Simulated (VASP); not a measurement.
Write the native input for VASP 6.6.1 that does the following.

- Task: single point
- Functional: r2SCAN
- Potentials or basis: VASP PAW PBE potentials, release 64 (Si, C)
- Cutoff: 520 eV
- k mesh: 8 × 8 × 3
- Occupations: gaussian, width 0.05 eV
- Spin: no spin polarisation
- Dipole correction: no
- Further INCAR settings: ALGO = Normal; EDIFF = 1e-07; NBANDS = 26

Crystal: SiC.

```
CELL_PARAMETERS angstrom
-3.07600 0.00000 0.00000
-1.53800 -2.66389 0.00000
-3.84484 -2.21982 10.09600
ATOMIC_POSITIONS crystal
Si 0.78856 0.78856 0.65375
Si 0.20521 0.20521 0.15375
Si 0.91357 0.91357 0.90375
Si 0.33022 0.33022 0.40375
C 0.62815 0.62815 0.84625
C 0.04480 0.04480 0.34625
C 0.58646 0.58646 0.09625
C 0.16981 0.16981 0.59625
```

The input as run:

POSCAR

```
SiC
1.0
   -3.0759982064      0.0000000000      0.0000000000
   -1.5379991032     -2.6638925888      0.0000000000
   -3.8448439581     -2.2198216942     10.0960000000
Si C
4 4
Direct
   -0.2114365417     -0.2114365417      0.6537500000
    0.2052134583      0.2052134583      0.1537500000
   -0.0864282083     -0.0864282083      0.9037500000
    0.3302217917      0.3302217917      0.4037500000
   -0.3718467917     -0.3718467917      0.8462500000
    0.0448032083      0.0448032083      0.3462500000
    0.5864615417      0.5864615417      0.0962500000
    0.1698115417      0.1698115417      0.5962500000
```

INCAR.step1

```
SYSTEM = SiC
PREC = Accurate
ENCUT = 520
ISMEAR = 0
SIGMA = 0.05
LREAL = .False.
LASPH = .True.
NELM = 100
NBANDS = 26
GGA = PE
ALGO = Normal
EDIFF = 1E-4
LWAVE = .True.
LCHARG = .False.
```

INCAR.step2

```
SYSTEM = SiC
PREC = Accurate
ENCUT = 520
EDIFF = 1E-7
ISMEAR = 0
SIGMA = 0.05
LREAL = .False.
LASPH = .True.
NELM = 100
ALGO = Normal
ISIF = 2
LWAVE = .False.
LCHARG = .False.
METAGGA = R2SCAN
LMIXTAU = .True.
NBANDS = 26
ISTART = 1
```

KPOINTS

```
Automatic mesh
0
Gamma
  8 8 3
  0 0 0
```

Potentials or basis: VASP PAW PBE potentials, release 64 (Si, C).

Launch:

```sh
$ cat potpaw_PBE.64/Si/POTCAR potpaw_PBE.64/C/POTCAR > POTCAR
$ cp INCAR.step1 INCAR
$ mpirun -np 1 vasp_std > vasp.out
$ cp INCAR.step2 INCAR
$ mpirun -np 1 vasp_std > vasp.out
```

It gave:

```json
{"Pressure": "-0.3 GPa", "Largest force": "2.575 eV/Å", "Band gap on the k mesh": "2.06 eV, indirect (least direct gap 3.50 eV)"}
```

Caveat: the PAW data sets were made with another functional, which shifts forces and pressure a little.

Run time: 5 min on 1 thread of Intel Xeon 6975P-C, on a shared host, peak memory 0.27 GiB.
